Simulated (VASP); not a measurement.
The system is TiIn2.

```
Ti In
1.0
     5.05683    0.00000    0.00000
    -2.52841    4.37934    0.00000
     0.00000    0.00000    2.90701
Ti In
1 2
Direct
  0.00000 0.00000 0.00000
  0.33333 0.66667 0.50000
  0.66667 0.33333 0.50000
```

* Program: VASP 6.6.1
* Task: relaxation of cell and atoms
* Functional: PBE
* Potentials or basis: VASP PAW PBE potentials, release 64 (Ti_sv, In_d)
* Cutoff: 600 eV
* k mesh: 6 × 6 × 6
* Occupations: gaussian, width 0.1 eV
* Spin: no spin polarisation

At the start: pressure -0.1 GPa; volume 21.46 Å³/atom.

Problem. Where does the relaxation end?

Solution. Over 5 steps the energy falls by 21.4 meV/atom and the volume is 21.20 Å³/atom (-1.2 %); space group P6/mmm (No. 191, to 0.05 Å).

Step by step:
| step | energy change (eV) | largest force (eV/Å) | pressure (GPa) | volume (Å³) |
| --- | --- | --- | --- | --- |
| 1 | 0.0000 | 0.0000 | -0.07 | 64.38 |
| 2 | -0.0622 | 0.0000 | -0.48 | 64.24 |
| 3 | -0.0637 | 0.0000 | -0.48 | 64.20 |
| 4 | -0.0637 | 0.0000 | -0.48 | 64.21 |
| 5 | -0.0642 | 0.0000 | 0.25 | 63.60 |

Final structure:
```
Ti In
1.0
     4.93585    0.00000    0.00000
    -2.46793    4.27457    0.00000
     0.00000    0.00000    3.01421
Ti In
1 2
Direct
  0.00000 0.00000 0.00000
  0.33333 0.66667 0.50000
  0.66667 0.33333 0.50000
```

Caveat: the k points lie up to 0.35 Å⁻¹ apart in the final cell.
